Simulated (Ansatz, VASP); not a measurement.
## PbF2 in VASP and in Ansatz

File INCAR:

```
SYSTEM = PbF2
PREC = Accurate
ENCUT = 520
EDIFF = 1E-6
ISMEAR = 0
SIGMA = 0.01
LREAL = .False.
LASPH = .True.
NELM = 60
ALGO = Normal
ISIF = 2
LWAVE = .False.
LCHARG = .False.
GGA = CA
NBANDS = 21
```

Contents of KPOINTS:

```
Automatic mesh
0
Gamma
  6 6 6
  0 0 0
```

POSCAR

```
PbF2
1.0
    0.0000000000      2.9636600000      2.9636600000
    2.9636600000      0.0000000000      2.9636600000
    2.9636600000      2.9636600000      0.0000000000
Pb F
1 2
Direct
    0.0000000000      0.0000000000      0.0000000000
    0.2500000000      0.2500000000      0.2500000000
    0.7500000000      0.7500000000      0.7500000000
```

Input for Ansatz:

```yaml
crystal:
  lattice:
    - [0.0, 2.96366, 2.96366]
    - [2.96366, 0.0, 2.96366]
    - [2.96366, 2.96366, 0.0]
  atoms:
    - { symbol: Pb, position: [0.0, 0.0, 0.0] }
    - { symbol: F, position: [0.25, 0.25, 0.25] }
    - { symbol: F, position: [0.7499999999999999, 0.7499999999999999, 0.7499999999999999] }
kpoints:
  mp_grid:
    grid: [6, 6, 6]
hamiltonian:
  xc: lda
  pseudopotentials:
    kind: paw
scf:
  occupations:
    method: fixed
output:
  forces: true
  stress: true
  eigenvalues: true
```

Alike in both runs: task single point; functional LDA; k mesh 6 × 6 × 6; no spin polarisation.

```csv
,VASP,Ansatz
version,VASP 6.6.1,Ansatz 0.2.0
potentials or method,"VASP PAW LDA potentials, release 64 (Pb_d, F)","plane waves, PAW"
plane-wave cutoff (eV),520,420
occupations,"gaussian, width 0.01 eV",fixed
valence electrons in the cell,28,28
```

```csv
,VASP,Ansatz,Ansatz less VASP
gap on the k mesh at the Fermi level (eV),4.24,4.28,+0.040
pressure (GPa),-4.5,-4.5,0.00
```

LDA's correlation is that of Perdew and Zunger in VASP and of Perdew and Wang (1992) in Ansatz.

Neither program's run includes spin-orbit coupling.
